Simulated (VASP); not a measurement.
Here is a VASP 6.6.1 calculation.

File INCAR:

```
SYSTEM = MgS
PREC = Accurate ; ENCUT = 520
EDIFF = 1E-7 ; ISMEAR = 0
SIGMA = 0.02 ; LREAL = .False.
LASPH = .True. ; NELM = 60
ALGO = Normal ; ISIF = 2
LWAVE = .False. ; LCHARG = .False.
GGA = PE ; NBANDS = 11
```

The input KPOINTS:

```
Automatic mesh
0
Gamma
  8 8 8
  0 0 0
```

POSCAR

```
MgS
1.0
    0.0000000000      2.6148775162      2.6148775162
    2.6148775162      0.0000000000      2.6148775162
    2.6148775162      2.6148775162      0.0000000000
Mg S
1 1
Direct
    0.0000000000      0.0000000000      0.0000000000
    0.5000000000      0.5000000000      0.5000000000
```

Potentials or basis: VASP PAW PBE potentials, release 64 (Mg, S).

Run with:

```console
$ cat potpaw_PBE.64/Mg/POTCAR potpaw_PBE.64/S/POTCAR > POTCAR
$ mpirun -np 1 vasp_std > vasp.out
```

Q: What does it give for the pressure?

A: -0.3 GPa.

Q: Estimate the band gap on the k mesh.

A: 2.74 eV, indirect (least direct gap 3.59 eV).

A k mesh can miss the band edges. PBE gaps usually lie below the measured ones, often by a third to a half.
